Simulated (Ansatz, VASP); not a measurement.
Given: the input of a run of Ansatz 0.2.0 on HfC.

input.yaml

```yaml
crystal:
  lattice:
    - [3.2976866492, 0.0, 0.0]
    - [-1.6488433246, 2.8558804119, 0.0]
    - [0.0, 0.0, 5.1323984344]
  atoms:
    - { symbol: Hf, position: [0.3333333333, 0.6666666667, 0.25] }
    - { symbol: Hf, position: [0.6666666667, 0.3333333333, 0.75] }
    - { symbol: C, position: [0.0, 0.0, 0.5] }
    - { symbol: C, position: [0.0, 0.0, 0.0] }
hamiltonian:
  xc: lda
  pseudopotentials: { kind: paw }
kpoints:
  mp_grid: { grid: [9, 9, 5] }
scf:
  occupations: { method: fermi_dirac, width: 0.05 }
output:
  forces: true
  stress: true
  eigenvalues: true
```

Potentials or basis: Ansatz PAW.

Run with:

```console
$ ansatz run input.yaml --threads 2 --pin off --max-ram 5632MiB --backend cpu --events-out ev --progress --plain --runs-dir out
```

Problem. Translate it to VASP 6.6.1. Potentials there: VASP PAW LDA potentials, release 64 (Hf_pv, C).

Solution. As run (the cutoff follows the program's own potentials):

The input INCAR:

```
PREC = Accurate
ENCUT = 520
EDIFF = 1E-6
ISMEAR = -1
SIGMA = 0.05
LREAL = F
LASPH = T
NELM = 60
ALGO = Normal
ISIF = 2
LWAVE = F
LCHARG = F
GGA = CA
NBANDS = 22
```

KPOINTS

```
Automatic mesh
0
Gamma
  9 9 5
```

POSCAR

```
HfC
1.0
    3.2976866492      0.0000000000      0.0000000000
   -1.6488433246      2.8558804119      0.0000000000
    0.0000000000      0.0000000000      5.1323984344
Hf C
2 2
Direct
    0.3333333333      0.6666666667      0.2500000000
    0.6666666667      0.3333333333      0.7500000000
    0.0000000000      0.0000000000      0.5000000000
    0.0000000000      0.0000000000      0.0000000000
```

Potentials or basis: VASP PAW LDA potentials, release 64 (Hf_pv, C).

The run is started by

```console
$ cat potpaw_LDA.64/Hf_pv/POTCAR potpaw_LDA.64/C/POTCAR > POTCAR
$ mpirun -np 1 vasp_std > vasp.out
```

Both were run:

|  | VASP | Ansatz | Ansatz less VASP |
| --- | --- | --- | --- |
| gap on the k mesh at the Fermi level (eV) | none | none | - |
| pressure (GPa) | -2.9 | -3.3 | -0.46 |
| traceless stress, the component that is largest in VASP (GPa) | 1.88 | 1.88 | -0.002 |

LDA's correlation is that of Perdew and Zunger in VASP and of Perdew and Wang (1992) in Ansatz. A gap of «none» marks a metal or a gap that the smearing closes. VASP's potentials hold 28 valence electrons a cell and Ansatz's 60, so a difference there can come from the potentials and not from the codes.

Spin-orbit coupling is off throughout.
